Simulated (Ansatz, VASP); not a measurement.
One calculation of WSe2, two programs

Contents of INCAR:

```
SYSTEM = WSe2
  PREC = Accurate
  ENCUT = 520
  EDIFF = 1E-8
  ISMEAR = -1
  SIGMA = 0.08
  LREAL = .False.
  LASPH = .True.
  NELM = 60
  ALGO = Normal
  ISIF = 2
  LWAVE = .False.
  LCHARG = .False.
  GGA = PE
  LEFG = .True.
  NBANDS = 35
```

File KPOINTS:

```
Automatic mesh
0
Gamma
  11 11 3
  0 0 0
```

POSCAR

```
WSe2
1.0
    3.2899984505      0.0000000000      0.0000000000
   -1.6449992252      2.8492222365      0.0000000000
    0.0000000000      0.0000000000     13.3591000000
W Se
2 4
Direct
    0.3333333333      0.6666666667      0.2500000000
    0.6666666667      0.3333333333      0.7500000000
    0.3333333333      0.6666666667      0.6210000000
    0.6666666667      0.3333333333      0.1210000000
    0.3333333333      0.6666666667      0.8790000000
    0.6666666667      0.3333333333      0.3790000000
```

Input for Ansatz:

```yaml
crystal:
  lattice:
    - [3.2899984505, 0.0, 0.0]
    - [-1.6449992252, 2.8492222365, 0.0]
    - [0.0, 0.0, 13.3591]
  atoms:
    - { symbol: W, position: [0.3333333333, 0.6666666667, 0.25] }
    - { symbol: W, position: [0.6666666667, 0.3333333333, 0.75] }
    - { symbol: Se, position: [0.3333333333, 0.6666666667, 0.621] }
    - { symbol: Se, position: [0.6666666667, 0.3333333333, 0.121] }
    - { symbol: Se, position: [0.3333333333, 0.6666666667, 0.879] }
    - { symbol: Se, position: [0.6666666667, 0.3333333333, 0.379] }
kpoints:
  mp_grid: { grid: [11, 11, 3] }
scf:
  occupations: { method: fermi_dirac, width: 0.08 }
hamiltonian:
  xc: pbe
  pseudopotentials: { kind: all_electron, datasets: crystal }
output:
  forces: true
  stress: true
  eigenvalues: true
  efg: { contact_densities: true }
```

Change from the starting cell: zz strain of +3 %, crystal datasets.

Alike in both runs: task electric field gradients; functional PBE; k mesh 11 × 11 × 3; occupations fermi-dirac, width 0.08 eV; no spin polarisation.

|  | VASP | Ansatz |
| --- | --- | --- |
| version | VASP 6.6.1 | Ansatz 0.2.0 |
| potentials or method | VASP PAW PBE potentials, release 64 (W_sv, Se), cutoff 520 eV | all-electron PAW with datasets made for the crystal, scalar-relativistic |

```tsv
	VASP	Ansatz	Ansatz less VASP
pressure (GPa)	-0.5	-0.8	-0.22
traceless stress, the component that is largest in VASP (GPa)	-2.67	-2.75	-0.075
rms of the force components (eV/Å)	0.274	0.291	+0.0169
size of Vzz on the site where it differs most (V/Å²)	128.2	135.9	+7.76
```

Atom by atom the forces differ by 0.017 eV/Å (rms over components). Ansatz ran all-electron here, and VASP with PAW potentials.

Spin-orbit coupling is off throughout.
